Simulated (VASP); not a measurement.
# Ba2B5 (P6/mmm) in VASP: a series of runs

Runs on Ba2B5. Level: PBE. Tasks: single point.

Everything below comes from runs of VASP 6.6.1. Logs are shortened: lines on timing, memory, paths and dates and some standing lists are left out, and cuts for length are marked.

### Step 1. The cell of the first run

It takes space group P6/mmm (No. 191, hexagonal). Conventional cell: a = 4.083 Å, b = 4.083 Å, c = 7.914 Å, α = 90.00°, β = 90.00°, γ = 120.00°. Within 2.3 Å of Ba (site symmetry 6mm) lie 2 B at 1.77 to 2.19 Å. B (site symmetry mmm) has 6 B at 2.04 Å within 2.7 Å. Within 2.9 Å of B (site symmetry 6/mmm) lie 2 Ba at 2.19 Å. B (site symmetry 6/mmm) has 2 Ba at 1.77 Å and 6 B at 2.04 Å within 2.3 Å.

### Step 2. Single point, PBE

Contents of INCAR:

```
SYSTEM = Ba2B5
ALGO     = Normal         ! electronic algorithm
EDIFF    = 1E-6           ! SCF threshold, eV
ENCUT    = 520            ! plane-wave cutoff, eV
GGA      = PE             ! functional
ISIF     = 2              ! what is computed and relaxed
ISMEAR   = 0              ! smearing method
LASPH    = .TRUE.         ! aspherical terms in the spheres
LCHARG   = .TRUE.         ! write CHGCAR
LELF     = .TRUE.         ! ELF
LREAL    = .FALSE.        ! projectors in reciprocal space
LVHAR    = .TRUE.       
LWAVE    = .FALSE.        ! write WAVECAR
NBANDS   = 26             ! bands
NELM     = 80             ! most SCF steps
PREC     = Accurate       ! precision mode
SIGMA    = 0.1            ! smearing width, eV
```

Contents of KPOINTS:

```
k-points
0
G
  6 6 2
  0 0 0
```

Contents of POSCAR:

```
Ba2B5
1.0
    4.0834656100      0.0000000000      0.0000000000
   -2.0417328000      3.5363849500      0.0000000000
    0.0000000000      0.0000000000      7.9137756200
Ba B
2 5
Direct
    0.0000000000      0.0000000000      0.7234969600
    0.0000000000      0.0000000000      0.2765030400
    0.5000000000      0.0000000000      0.5000000000
    0.0000000000      0.5000000000      0.5000000000
    0.5000000000      0.5000000000      0.5000000000
    0.0000000000      0.0000000000      0.0000000000
    0.0000000000      0.0000000000      0.5000000000
```

Potentials or basis: VASP PAW PBE potentials, release 64 (Ba_sv, B).

The run is started by

```bash
$ cat potpaw_PBE.64/Ba_sv/POTCAR potpaw_PBE.64/B/POTCAR > POTCAR
$ mpirun -np 1 vasp_std > vasp.out
```

OUTCAR:

```text
SYSTEM = Ba2B5
   EDIFF = 1E-6
   ENCUT = 520
   GGA = PE
   ISIF = 2
   ISMEAR = 0
   LASPH = .TRUE.
   LREAL = .FALSE.
   NELM = 80
   PREC = Accurate

 ion  position               nearest neighbor table
   1  0.000  0.000  0.723-   7 1.77   6 2.19   4 2.70   4 2.70   5 2.70   5 2.70   3 2.70   3 2.70
                             2 3.54   2 4.38
   2  0.000  0.000  0.277-   7 1.77   6 2.19   4 2.70   4 2.70   5 2.70   5 2.70   3 2.70   3 2.70
                             1 3.54   1 4.38
   3  0.500  0.000  0.500-   5 2.04   5 2.04   4 2.04   4 2.04   7 2.04   7 2.04   1 2.70   2 2.70
                             1 2.70   2 2.70
   4  0.000  0.500  0.500-   7 2.04   7 2.04   3 2.04   3 2.04   5 2.04   5 2.04   2 2.70   2 2.70
                             1 2.70   1 2.70
   5  0.500  0.500  0.500-   3 2.04   3 2.04   7 2.04   7 2.04   4 2.04   4 2.04   1 2.70   1 2.70
                             2 2.70   2 2.70
   6  0.000  0.000  0.000-   1 2.19   2 2.19
   7  0.000  0.000  0.500-   1 1.77   2 1.77   4 2.04   4 2.04   5 2.04   5 2.04   3 2.04   3 2.04

  LATTYP: Found a hexagonal cell.
 ALAT       =     4.0834656100
 C/A-ratio  =     1.9380047185

  Lattice vectors:

 A1 = (   4.0834656100,   0.0000000000,   0.0000000000)
 A2 = (  -2.0417328000,   3.5363849500,   0.0000000000)
 A3 = (   0.0000000000,   0.0000000000,   7.9137756200)

Analysis of symmetry for initial positions (statically):
=====================================================================
 Subroutine PRICEL returns:
 Original cell was already a primitive cell.

 Routine SETGRP: Setting up the symmetry group for a
 hexagonal supercell.

 Subroutine GETGRP returns: Found 24 space group operations
 (whereof 24 operations were pure point group operations)
 out of a pool of 24 trial point group operations.

The static configuration has the point symmetry D_6h.

Analysis of symmetry for dynamics (positions and initial velocities):
=====================================================================
 Subroutine PRICEL returns:
 Original cell was already a primitive cell.

 Routine SETGRP: Setting up the symmetry group for a
 hexagonal supercell.

 Subroutine GETGRP returns: Found 24 space group operations
 (whereof 24 operations were pure point group operations)
 out of a pool of 24 trial point group operations.

The dynamic configuration has the point symmetry D_6h.

 Subroutine INISYM returns: Found 24 space group operations
 (whereof 24 operations are pure point group operations),
 and found     1 'primitive' translations

----------------------------------------------------------------------------------------

                                     Primitive cell

  volume of cell :     114.2805

  direct lattice vectors                    reciprocal lattice vectors
     4.083465610  0.000000000  0.000000000     0.244890026  0.141387322  0.000000000
    -2.041732800  3.536384950  0.000000000     0.000000000  0.282774645  0.000000000
     0.000000000  0.000000000  7.913775620     0.000000000  0.000000000  0.126361935

  length of vectors
     4.083465610  4.083465604  7.913775620     0.282774645  0.282774645  0.126361935

  position of ions in fractional coordinates (direct lattice)
     0.000000000  0.000000000  0.723496960
     0.000000000  0.000000000  0.276503040
     0.500000000  0.000000000  0.500000000
     0.000000000  0.500000000  0.500000000
     0.500000000  0.500000000  0.500000000
     0.000000000  0.000000000  0.000000000
     0.000000000  0.000000000  0.500000000

  ion indices of the primitive-cell ions
   primitive index   ion index
                 1           1
                 2           2
                 3           3
                 4           4
                 5           5
                 6           6
                 7           7

----------------------------------------------------------------------------------------

 KPOINTS: k-points

Automatic generation of k-mesh.
 Grid dimensions read from file:
 generate k-points for:    6    6    2

 Generating k-lattice:

  Cartesian coordinates                     Fractional coordinates (reciprocal lattice)
     0.040815004  0.023564554  0.000000000     0.166666667  0.000000000  0.000000000
     0.000000000  0.047129108  0.000000000     0.000000000  0.166666667  0.000000000
     0.000000000  0.000000000  0.063180967     0.000000000  0.000000000  0.500000000

  Length of vectors
     0.047129107  0.047129108  0.063180967

  Shift w.r.t. Gamma in fractional coordinates (k-lattice)
     0.000000000  0.000000000  0.000000000

 Subroutine IBZKPT returns following result:
 ===========================================

 Found     14 irreducible k-points:

 Following reciprocal coordinates:
            Coordinates               Weight
  0.000000  0.000000  0.000000      1.000000
  0.166667  0.000000  0.000000      6.000000
  0.333333 -0.000000  0.000000      6.000000
  0.500000  0.000000  0.000000      3.000000
  0.166667  0.166667  0.000000      6.000000
  0.333333  0.166667  0.000000     12.000000
  0.333333  0.333333  0.000000      2.000000
  0.000000  0.000000  0.500000      1.000000
  0.166667  0.000000  0.500000      6.000000
  0.333333 -0.000000  0.500000      6.000000
  0.500000  0.000000  0.500000      3.000000
  0.166667  0.166667  0.500000      6.000000
  0.333333  0.166667  0.500000     12.000000
  0.333333  0.333333  0.500000      2.000000
   k-points           NKPTS =     14   k-points in BZ     NKDIM =     14   number of bands    NBANDS=     26
   number of dos      NEDOS =    301   number of ions     NIONS =      7
   total plane-waves  NPLWV =  54000
   dimension x,y,z NGX =    30 NGY =   30 NGZ =   60
   dimension x,y,z NGXF=    60 NGYF=   60 NGZF=  120
   ions per type =               2   5
   NGX,Y,Z   is equivalent  to a cutoff of  12.21, 12.21, 12.60 a.u.
   NGXF,Y,Z  is equivalent  to a cutoff of  24.43, 24.43, 25.21 a.u.
 SYSTEM =  Ba2B5
   PREC   = accura    normal or accurate (medium, high low for compatibility)
   ISTART =      0    job   : 0-new  1-cont  2-samecut
   ICHARG =      2    charge: 1-file 2-atom 10-const
   ISPIN  =      1    spin polarized calculation?
   LNONCOLLINEAR =      F non collinear calculations
   LSORBIT =      F    spin-orbit coupling
   LASPH  =      T    aspherical Exc in radial PAW
   ENCUT  =  520.0 eV  38.22 Ry    6.18 a.u.   7.59  7.59 14.71*2*pi/ulx,y,z
   NELM   =     80;   NELMIN=  2; NELMDL= -5     # of ELM steps
   EDIFF  = 0.1E-05   stopping-criterion for ELM
   LREAL  =      F    real-space projection
   EDIFFG = 0.1E-04   stopping-criterion for IOM
   NSW    =      0    number of steps for IOM
   IBRION =     -1    ionic relax: 0-MD 1-quasi-New 2-CG
   NFREE  =      0    steps in history (QN), initial steepest desc. (CG)
   ISIF   =      2    stress and relaxation
   ISYM   =      2    0-nonsym 1-usesym 2-fastsym
   POTIM  = 0.5000    time-step for ionic-motion
   TEBEG  =    0.0;   TEEND  =   0.0 temperature during run
   PSTRESS=    0.0 pullay stress
   NELECT =      35.0000    total number of electrons
   NUPDOWN=      -1.0000    fix difference up-down
   EMIN   =  10.00;   EMAX   =-10.00  energy-range for DOS
   EFERMI =   0.00;   METHOD = LEGACY
   ISMEAR =     0;   SIGMA  =   0.10  broadening in eV -4-tet -1-fermi 0-gaus
   EFERMI_NEDOS =   21; number of points for ismear=-14 and -15
   IALGO  =     38    algorithm
   IMIX   =      4    mixing-type and parameters
     AMIX     =   0.40;   BMIX     =  1.00
     AMIX_MAG =   1.60;   BMIX_MAG =  1.00
  volume/ion in A,a.u.               =      16.33       110.17
  Fermi-wavevector in a.u.,A,eV,Ry     =   1.103503  2.085318 16.568066  1.217719
  Thomas-Fermi vector in A             =   2.239962
   LORBIT       =      0    0 simple, 1 ext, 2 COOP (PROOUT), +10 PAW based schemes
   GGA     = PE    functional components
   LHFCALC =     F    Hartree Fock is set to
   AEXX    =    0.0000 exact exchange contribution
   IVDW    =     0    specifies the selected vdW correction
   LEPSILON=     F    determine dielectric tensor
   LRPA    =     F    only Hartree local field effects (RPA)
 non-spin polarized calculation
 Gauss-broadening in eV      SIGMA  =   0.10
  energy-cutoff  :      520.00
  volume of cell :      114.28
 maximum number of plane-waves:      3126
   NGX = 15   NGY = 15   NGZ = 29

 number of electron      35.0000003 magnetization

 Free energy of the ion-electron system (eV)
  ---------------------------------------------------
  ext. energy  EPLUGINS =         0.00000000
  ---------------------------------------------------
  free energy    TOTEN  =       -16.43128805 eV

  energy without entropy =      -16.40904179  energy(sigma->0) =      -16.42016492

 E-fermi :   3.5301     XC(G=0):  -9.6405

 val. band max:        3.5212182136   @ k =   0.3333   0.3333   0.0000
 cond. band min:       3.5332405028   @ k =   0.3333   0.3333   0.5000
 fundamental gap:      0.0120222892
 Fermi energy:         3.5301252463

 k-point     1 :       0.0000    0.0000    0.0000
  band No.  band energies     occupation
      1     -24.2899      2.00000
      2     -24.1373      2.00000
      3     -13.2535      2.00000
      4     -11.5885      2.00000
      5      -9.3944      2.00000
      6      -9.3944      2.00000
[... 18 lines left out ...]
     25       8.2824      0.00000
     26       8.2824      0.00000

 k-point     2 :       0.1667    0.0000    0.0000
  band No.  band energies     occupation
      1     -24.2636      2.00000
      2     -24.1147      2.00000
      3     -13.1733      2.00000
      4     -11.5595      2.00000
      5      -9.8755      2.00000
      6      -9.4647      2.00000
[... 18 lines left out ...]
     25       8.0985      0.00000
[... 318 lines left out ...]
     25       8.5177      0.00000
     26       8.8047      0.00000

 k-point    14 :       0.3333    0.3333    0.5000
  band No.  band energies     occupation
      1     -24.1645      2.00000
      2     -24.0397      2.00000
      3     -12.7074      2.00000
      4     -11.6358      2.00000
      5     -10.4901      2.00000
      6     -10.4901      2.00000
[... 18 lines left out ...]
     25       8.4155      0.00000
     26       8.9831      0.00000

------------------------ aborting loop because EDIFF is reached ----------------------------------------

  FORCE on cell =-STRESS in cart. coord.  units (eV):
  Direction    XX          YY          ZZ          XY          YZ          ZX
  --------------------------------------------------------------------------------------
  -------------------------------------------------------------------------------------
  Total       -2.2110737     -2.2110737     84.7415433     -0.0000000      0.0000000      0.0000000
  in kB      -30.9985684    -30.9985683   1188.0501759     -0.0000000      0.0000000      0.0000000
  external PRESSURE =     375.3510131 kB  Pullay stress =       0.0000000 kB

 VOLUME and BASIS-vectors are now :
 -----------------------------------------------------------------------------
  energy-cutoff  :      520.00
  volume of cell :      114.28
      direct lattice vectors                 reciprocal lattice vectors
     4.083465610  0.000000000  0.000000000     0.244890026  0.141387322  0.000000000
    -2.041732800  3.536384950  0.000000000     0.000000000  0.282774645  0.000000000
     0.000000000  0.000000000  7.913775620     0.000000000  0.000000000  0.126361935

 POSITION                                       TOTAL-FORCE (eV/Angst)
 -----------------------------------------------------------------------------------
      0.00000      0.00000      5.72559        -0.000000      0.000000     16.520324
      0.00000      0.00000      2.18818         0.000000     -0.000000    -16.520324
      2.04173      0.00000      3.95689        -0.000000      0.000000      0.000000
     -1.02087      1.76819      3.95689        -0.000000      0.000000      0.000000
      1.02087      1.76819      3.95689        -0.000000      0.000000      0.000000
      0.00000      0.00000      0.00000        -0.000000      0.000000      0.000000
      0.00000      0.00000      3.95689        -0.000000      0.000000      0.000000
 -----------------------------------------------------------------------------------
    total drift:                               -0.000000     -0.000000      0.000000

  FREE ENERGIE OF THE ION-ELECTRON SYSTEM (eV)
  ---------------------------------------------------
  free  energy   TOTEN  =       -16.4312880535 eV

  energy  without entropy=      -16.4090417862  energy(sigma->0) =      -16.42016492
```

Run time: 34 s. Hardware: 1 thread of Oxide Virtual Turin-like, shared host; peak memory 0.19 GiB.

Results:

```yaml
Free_energy: -16.4313 eV
Pressure: 37.5 GPa
Largest_force: 16.520 eV/Å
```

Forces in eV/Å, atoms in the order of the input:
```
Ba    0.000   0.000  16.520
Ba    0.000   0.000 -16.520
B     0.000   0.000   0.000
B     0.000   0.000   0.000
B     0.000   0.000   0.000
B     0.000   0.000   0.000
B     0.000   0.000   0.000
```

Levels at points of the mesh, in eV from the Fermi level:
| k point | band 13 | band 14 | band 15 | band 16 | band 17 | band 18 | band 19 | band 20 | band 21 | band 22 |
| --- | --- | --- | --- | --- | --- | --- | --- | --- | --- | --- |
| (0.00, 0.00, 0.00) | -5.16 | -3.65 | -2.44 | -2.44 | -0.45 | -0.42 | 0.89 | 0.89 | 1.50 | 1.50 |
| (0.50, 0.00, 0.00) | -1.82 | -1.71 | -1.37 | -1.32 | -0.27 | 1.02 | 1.14 | 1.28 | 1.64 | 2.18 |
| (0.00, 0.00, 0.50) | -4.85 | -3.67 | -2.83 | -2.44 | -2.44 | 0.81 | 0.81 | 0.86 | 0.86 | 2.41 |
| (0.50, 0.00, 0.50) | -4.26 | -2.33 | -1.72 | 0.10 | 0.15 | 0.23 | 0.57 | 1.28 | 2.97 | 3.28 |

Caveat: the k points lie up to 0.40 Å⁻¹ apart; spin-orbit coupling is left out, which moves the levels of the heavy elements; forces of over 1 eV/Å act on the atoms, so gaps and moduli don't describe the material at rest.

### Step 3. Single point, PBE

This run uses another cell than the first one, of 18.08 Å³/atom, 1.108 times its volume.

Contents of INCAR:

```
PREC     = Accurate       # precision mode
ENCUT    = 520            # plane-wave cutoff, eV
EDIFF    = 1E-7           # SCF threshold, eV
ISMEAR   = 0              # smearing method
SIGMA    = 0.1            # smearing width, eV
LREAL    = False          # projectors in reciprocal space
LASPH    = True           # aspherical terms in the spheres
NELM     = 100            # most SCF steps
ALGO     = Normal         # electronic algorithm
ISIF     = 2              # what is computed and relaxed
LWAVE    = False          # write WAVECAR
LCHARG   = True           # write CHGCAR
GGA      = PE             # functional
LELF     = True           # ELF
LVHAR    = True         
NBANDS   = 26             # bands
```

Contents of KPOINTS:

```
regular mesh
0
Gamma
  6 6 2
```

Contents of POSCAR:

```
Ba2B5
1.0
    3.5997913525     -0.0000000025      0.0000000000
   -1.7998956741      3.1175107609      0.0000000000
    0.0000000000      0.0000000000     11.2793000062
Ba B
2 5
Direct
    0.0000000000      0.0000000000      0.7470602386
    0.0000000000      0.0000000000      0.2529397614
    0.5000000000      0.0000000000      0.5000000000
    0.0000000000      0.5000000000      0.5000000000
    0.5000000000      0.5000000000      0.5000000000
    0.0000000000      0.0000000000      0.0000000000
    0.0000000000      0.0000000000      0.5000000000
```

Potentials or basis: VASP PAW PBE potentials, release 64 (Ba_sv, B).

The run is started by

```bash
$ cat potpaw_PBE.64/Ba_sv/POTCAR potpaw_PBE.64/B/POTCAR > POTCAR
$ mpirun -np 1 vasp_std > vasp.out
```

It took 62 s on 1 thread of Oxide Virtual Turin-like, shared host; peak memory 0.22 GiB.

It converged, with:

```yaml
Free_energy: -29.8018 eV
Pressure: 0.6 GPa
Largest_force: 0.090 eV/Å
```

Forces in eV/Å, atoms in the order of the input:
```
Ba   0.000  0.000  0.090
Ba   0.000  0.000 -0.090
B    0.000  0.000  0.000
B    0.000  0.000  0.000
B    0.000  0.000  0.000
B    0.000  0.000  0.000
B    0.000  0.000  0.000
```

Stress tensor (GPa, compression positive):
```
0.36 0.00 0.00
0.00 0.36 0.00
0.00 0.00 1.22
```

Levels at points of the mesh, in eV from the Fermi level:
```
           k point  band 14  band 15  band 16  band 17  band 18  band 19  band 20  band 21  band 22  band 23
(0.00, 0.00, 0.00)    -5.87    -1.26    -0.81    -0.47     0.20     0.20     0.77     2.37     2.37     2.89
(0.50, 0.00, 0.00)    -3.99    -3.46    -1.38    -0.69    -0.54     0.75     2.00     2.03     2.11     2.27
(0.00, 0.00, 0.50)    -5.48    -1.26    -0.87    -0.82     0.20     0.20     1.08     2.36     2.36     2.86
(0.50, 0.00, 0.50)    -4.02    -3.05    -1.13    -0.65    -0.53     0.41     0.78     1.74     2.72     3.19
```

Caveat: spin-orbit coupling is left out, which moves the levels of the heavy elements.
